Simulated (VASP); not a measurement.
# Te3P (P4/mmm) in VASP: notebook, part 2 of 2

VASP 6.6.1.

## Step 3: Relaxation of cell and atoms, PBE

This run uses another cell than the first one, of 25.21 Å³/atom, 1.002 times its volume.

INCAR reads:

```
SYSTEM = Te3P
PREC = Accurate
ENCUT = 600
EDIFF = 1E-7
ISMEAR = 0
SIGMA = 0.1
LREAL = .False.
LASPH = .True.
NELM = 100
ALGO = Normal
ISIF = 3
LWAVE = .False.
LCHARG = .False.
GGA = PE
IBRION = 2
NSW = 100
EDIFFG = -0.01
```

KPOINTS reads:

```
Automatic mesh
0
Gamma
  10 10 12
  0 0 0
```

POSCAR reads:

```
Te3P
1.0
    5.1041027697      0.0000000000      0.0000000000
    0.0000000000      5.1041027697      0.0000000000
    0.0000000000      0.0000000000      3.8709974657
Te P
3 1
Direct
    0.0000000000      0.5000000000      0.5000000000
    0.5000000000      0.0000000000      0.5000000000
    0.5000000000      0.5000000000      0.0000000000
    0.0000000000      0.0000000000      0.0000000000
```

Potentials or basis: VASP PAW PBE potentials, release 64 (Te, P).

On the command line:

```console
$ cat potpaw_PBE.64/Te/POTCAR potpaw_PBE.64/P/POTCAR > POTCAR
$ mpirun -np 1 vasp_std > vasp.out
```

OUTCAR:

```text
SYSTEM = Te3P
   PREC = Accurate
   ENCUT = 600
   EDIFF = 1E-7
   ISMEAR = 0
   LREAL = .False.
   LASPH = .True.
   NELM = 100
   ISIF = 3
   GGA = PE
   IBRION = 2
   NSW = 100
   EDIFFG = -0.01

 ion  position               nearest neighbor table
   1  0.000  0.500  0.500-   3 3.20   4 3.20   3 3.20   4 3.20   4 3.20   4 3.20   3 3.20   3 3.20
                             2 3.61   2 3.61   2 3.61   2 3.61
   2  0.500  0.000  0.500-   3 3.20   4 3.20   3 3.20   4 3.20   3 3.20   3 3.20   4 3.20   4 3.20
                             1 3.61   1 3.61   1 3.61   1 3.61
   3  0.500  0.500  0.000-   1 3.20   2 3.20   1 3.20   2 3.20   2 3.20   2 3.20   1 3.20   1 3.20

   4  0.000  0.000  0.000-   1 3.20   2 3.20   1 3.20   2 3.20   1 3.20   1 3.20   2 3.20   2 3.20

  LATTYP: Found a simple tetragonal cell.
 ALAT       =     5.1041027697
 C/A-ratio  =     0.7584089977

  Lattice vectors:

[... 474 lines left out ...]
      6       1.8550      2.00000
      7       5.1801      2.00000
      8       5.2987      2.00000
      9       5.2987      2.00000
     10       8.4719      0.00001
     11       8.5655      0.00000
     12      10.5379      0.00000
     13      10.5379      0.00000
     14      11.0199      0.00000
[... 401 lines left out ...]
      2      -3.2207      2.00000
      3      -2.1756      2.00000
      4      -0.1800      2.00000
      5       2.1213      2.00000
      6       2.9722      2.00000
      7       4.8332      2.00000
      8       4.8971      2.00000
      9       6.2521      2.00000
     10       7.3804      2.00000
     11       8.3337      0.01049
     12       9.9458      0.00000
     13      10.0041      0.00000
     14      10.1660      0.00000
     15      11.2270      0.00000

 [... further k-points ...]

------------------------ aborting loop because EDIFF is reached ----------------------------------------

  FORCE on cell =-STRESS in cart. coord.  units (eV):
  Direction    XX          YY          ZZ          XY          YZ          ZX
  --------------------------------------------------------------------------------------
  -------------------------------------------------------------------------------------
  Total       -0.0176675     -0.0176675     -0.0163491      0.0000000      0.0000000      0.0000000
  in kB       -0.2817104     -0.2817104     -0.2606871      0.0000000      0.0000000      0.0000000
  external PRESSURE =      -0.2747026 kB  Pullay stress =       0.0000000 kB
[... 19 lines left out ...]
  FREE ENERGIE OF THE ION-ELECTRON SYSTEM (eV)
  ---------------------------------------------------
  free  energy   TOTEN  =       -12.5207320319 eV

  energy  without entropy=      -12.5034310424  energy(sigma->0) =      -12.51208154

 reached required accuracy - stopping structural energy minimisation
```

OSZICAR:

```text
N       E                     dE             d eps       ncg     rms          rms(c)
DAV:   1     0.106455079639E+03    0.10646E+03   -0.96131E+03  4410   0.138E+03
DAV:   2    -0.637068169929E+01   -0.11283E+03   -0.11115E+03  6219   0.186E+02
[... 71 lines left out ...]
   7 F= -.12520712E+02 E0= -.12512046E+02  d E =-.896243E-04
       N       E                     dE             d eps       ncg     rms          rms(c)
DAV:   1    -0.125207461259E+02   -0.34101E-04   -0.22978E-03  4445   0.250E-01    0.328E-02
DAV:   2    -0.125207375984E+02    0.85275E-05   -0.59471E-05  5501   0.456E-02    0.171E-02
DAV:   3    -0.125207330004E+02    0.45980E-05   -0.53514E-06  5428   0.127E-02    0.739E-03
DAV:   4    -0.125207320312E+02    0.96917E-06   -0.39488E-06  5435   0.103E-02    0.758E-03
DAV:   5    -0.125207320319E+02   -0.72635E-09   -0.22341E-07  3208   0.268E-03
   8 F= -.12520732E+02 E0= -.12512082E+02  d E =-.109612E-03
```

CONTCAR:

```text
Te3P
   1.00000000000000
     5.2176012760062438    0.0000000000000000    0.0000000000000000
     0.0000000000000000    5.2176012760062438    0.0000000000000000
     0.0000000000000000    0.0000000000000000    3.6909843199320682
  Te              P
     3     1
Direct
     0.0000000000000000    0.5000000000000000    0.5000000000000000
     0.5000000000000000    0.0000000000000000    0.5000000000000000
     0.5000000000000000    0.5000000000000000    0.0000000000000000
     0.0000000000000000    0.0000000000000000    0.0000000000000000

  0.00000000E+00  0.00000000E+00  0.00000000E+00
  0.00000000E+00  0.00000000E+00  0.00000000E+00
  0.00000000E+00  0.00000000E+00  0.00000000E+00
  0.00000000E+00  0.00000000E+00  0.00000000E+00
```

Run time: 9.7 min. Hardware: 1 thread of Intel Xeon 6975P-C (Granite Rapids), shared host; peak memory 0.41 GiB.

Results:

```yaml
Free_energy: -12.5207 eV
Relaxed_volume: 25.12 Å³/atom
Relaxed_cell: a = 5.218 Å, b = 5.218 Å, c = 3.691 Å, α = 90.00°, β = 90.00°, γ = 90.00°
Space_group_after_relaxing_to_0.05_Å: P4/mmm (No. 123)
Energy_gained_by_relaxing: 7.5 meV/atom
Ionic_steps: 8
Pressure_after_relaxing: 0.0 GPa
```

The path:
| step | energy change (eV) | largest force (eV/Å) | pressure (GPa) | volume (Å³) |
| --- | --- | --- | --- | --- |
| 1 | 0.0000 | 0.0000 | -0.27 | 100.85 |
| 2 | -0.0120 | 0.0000 | 0.15 | 100.21 |
| 3 | -0.0215 | 0.0000 | 0.97 | 98.98 |
| 4 | -0.0290 | 0.0000 | 0.21 | 100.12 |
| 5 | -0.0298 | 0.0000 | -0.11 | 100.62 |
| 6 | -0.0298 | 0.0000 | -0.09 | 100.59 |
| 7 | -0.0299 | 0.0000 | -0.05 | 100.52 |
| 8 | -0.0299 | 0.0000 | -0.03 | 100.48 |

Final structure:
```
Te P
1.0
     5.21760    0.00000    0.00000
     0.00000    5.21760    0.00000
     0.00000    0.00000    3.69098
Te P
3 1
Direct
  0.00000 0.50000 0.50000
  0.50000 0.00000 0.50000
  0.50000 0.50000 0.00000
  0.00000 0.00000 0.00000
```
